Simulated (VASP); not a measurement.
A run of VASP 6.6.1 is set up as follows.

File INCAR:

```
PREC = Accurate
ENCUT = 520
EDIFF = 1E-6
ISMEAR = 0
SIGMA = 0.1
LREAL = False
LASPH = True
NELM = 60
ALGO = Normal
ISIF = 2
LWAVE = False
LCHARG = False
GGA = PE
NBANDS = 24
```

Contents of KPOINTS:

```
regular mesh
0
Gamma
  6 6 6
```

Contents of POSCAR:

```
Ge2Se
1.0
    1.6247776217      0.9380657972      6.2908930191
   -1.6247776217      0.9380657972      6.2908930191
    0.0000000000     -1.8761315945      6.2908930191
Ge Se
2 1
Direct
    0.7484000000      0.7484000000      0.7484000000
    0.5849000000      0.5849000000      0.5849000000
    0.0000000000      0.0000000000      0.0000000000
```

Potentials or basis: VASP PAW PBE potentials, release 64 (Ge_d, Se).

Run with:

```console
$ cat potpaw_PBE.64/Ge_d/POTCAR potpaw_PBE.64/Se/POTCAR > POTCAR
$ mpirun -np 1 vasp_std > vasp.out
```

Question: Predict the largest force.

Answer: 4.684 eV/Å.

Question: Predict the band gap on the k mesh.

Answer: Zero (bands 17 and 18 overlap by 2.07 eV).

Question: Predict the pressure.

Answer: 28.7 GPa.

Forces in eV/Å, atoms in the order of the input:
```
Ge   0.000  0.000  4.590
Ge   0.000  0.000 -4.684
Se   0.000  0.000  0.094
```

Caveat: the k points lie up to 0.38 Å⁻¹ apart, too coarse for converged energies and pressures of a metal; forces of over 1 eV/Å act on the atoms, so gaps and moduli don't describe the material at rest.
